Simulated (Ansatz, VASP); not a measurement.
**Ga2C3: VASP beside Ansatz**

```
Ga C
1.0
     1.29254    0.74625   11.54130
    -1.29254    0.74625   11.54130
     0.00000   -1.49250   11.54130
Ga C
2 3
Direct
  0.38321 0.38321 0.38321
  0.61679 0.61679 0.61679
  0.00000 0.00000 0.00000
  0.16667 0.16667 0.16667
  0.83333 0.83333 0.83333
```

Alike in both runs: functional PBE; k mesh 6 × 6 × 6; occupations gaussian, width 0.1 eV; no spin polarisation.

Ansatz relaxed the structure, and its values are those at the end. VASP's run is a single point on that final structure, the one shown.

```csv
,VASP,Ansatz
version,VASP 6.6.1,Ansatz 0.2.0
potentials or method,"VASP PAW PBE potentials, release 64 (Ga_d, C), cutoff 520 eV","scalar-relativistic, plane waves, PAW"
valence electrons in the cell,38,38
```

Ansatz gave:

| Item | Value |
| --- | --- |
| gap on the k mesh at the Fermi level (eV) | none |
| pressure (GPa) | 0.1 |
| rms of the force components (eV/Å) | 0.006 |

Estimate VASP's values.

gap on the k mesh at the Fermi level (eV): none; pressure (GPa): 0.4; rms of the force components (eV/Å): 0.003.

A gap of «none» marks a metal or a gap that the smearing closes.

The k mesh is coarse, so the values compare programs but aren't converged.
